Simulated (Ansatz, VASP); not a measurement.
# TaF3 in VASP and in Ansatz

The input INCAR:

```
PREC     = Accurate       # precision mode
ENCUT    = 520            # plane-wave cutoff, eV
EDIFF    = 1E-6           # SCF threshold, eV
ISMEAR   = 0              # smearing method
SIGMA    = 0.15           # smearing width, eV
LREAL    = False          # projectors in reciprocal space
LASPH    = True           # aspherical terms in the spheres
NELM     = 100            # most SCF steps
ALGO     = Normal         # electronic algorithm
ISIF     = 2              # what is computed and relaxed
LWAVE    = False          # write WAVECAR
LCHARG   = False          # write CHGCAR
GGA      = PE             # functional
NBANDS   = 24             # bands
```

The input KPOINTS:

```
regular mesh
0
Gamma
  14 14 14
```

The input POSCAR:

```
TaF3
1.0
    3.9012000000      0.0000000000      0.0000000000
    0.0000000000      3.9012000000      0.0000000000
    0.0000000000      0.0000000000      3.9012000000
Ta F
1 3
Direct
    0.0000000000      0.0000000000      0.0000000000
    0.5000000000      0.0000000000      0.0000000000
    0.0000000000      0.5000000000      0.0000000000
    0.0000000000      0.0000000000      0.5000000000
```

Input for Ansatz:

```yaml
crystal:
  lattice:
    - [3.9012, 0.0, 0.0]
    - [0.0, 3.9012, 0.0]
    - [0.0, 0.0, 3.9012]
  atoms:
    - { symbol: Ta, position: [0.0, 0.0, 0.0] }
    - { symbol: F, position: [0.5, 0.0, 0.0] }
    - { symbol: F, position: [0.0, 0.5, 0.0] }
    - { symbol: F, position: [0.0, 0.0, 0.5] }
basis:
  ecutwfc: 420
kpoints:
  mp_grid: { grid: [14, 14, 14] }
hamiltonian:
  xc: pbe
scf:
  occupations: { method: gaussian, width: 0.15 }
output:
  forces: true
  stress: true
  eigenvalues: true
  write_density: true
  write_potential: true
  elf: true
  volumetric_format: npy
```

Alike in both runs: task single point; functional PBE; k mesh 14 × 14 × 14; occupations gaussian, width 0.15 eV; no spin polarisation.

|  | VASP | Ansatz |
| --- | --- | --- |
| version | VASP 6.6.1 | Ansatz 0.2.0 |
| potentials or method | VASP PAW PBE potentials, release 64 (Ta_pv, F), cutoff 520 eV | scalar-relativistic, plane waves, PAW |
| valence electrons in the cell | 32 | 34 |

```tsv
	VASP	Ansatz	Ansatz less VASP
gap on the k mesh at the Fermi level (eV)	none	none	-
pressure (GPa)	26.0	25.5	-0.45
```

A gap of «none» marks a metal or a gap that the smearing closes. VASP's potentials hold 32 valence electrons a cell and Ansatz's 34, so a difference there can come from the potentials and not from the codes.

Spin-orbit coupling is off throughout.
